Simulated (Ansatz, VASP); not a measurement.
## CoO in VASP and in Ansatz

```
CELL_PARAMETERS angstrom
1.42888 0.82497 2.30079
-1.42888 0.82497 2.30079
0.00000 -1.64993 2.30079
ATOMIC_POSITIONS crystal
Co 0.00000 0.00000 0.00000
O 0.50000 0.50000 0.50000
```

Alike in both runs: task single point; functional PBE; k mesh 12 × 12 × 12; occupations gaussian, width 0.02 eV; collinear spin; Hubbard terms Co d U = 3.32 eV.

|  | VASP | Ansatz |
| --- | --- | --- |
| version | VASP 6.6.1 | Ansatz 0.2.0 |
| potentials or method | VASP PAW PBE potentials, release 64 (Co, O), cutoff 520 eV | scalar-relativistic, plane waves, PAW |
| valence electrons in the cell | 15 | 23 |

|  | VASP | Ansatz | Ansatz less VASP |
| --- | --- | --- | --- |
| net moment per atom (μB) | 1.50 | 1.50 | 0.000 |
| size of the moment on the site where the two differ most (μB) | 2.71 | 2.53 | -0.178 |

Site moments also hang on the region over which each program counts them. The programs project onto different local orbitals, so the same U acts differently, and such runs can settle in different states. VASP's potentials hold 15 valence electrons a cell and Ansatz's 23, so a difference there can come from the potentials and not from the codes. Ansatz's warnings: look outside group, minimisation memory short, stability check not made.
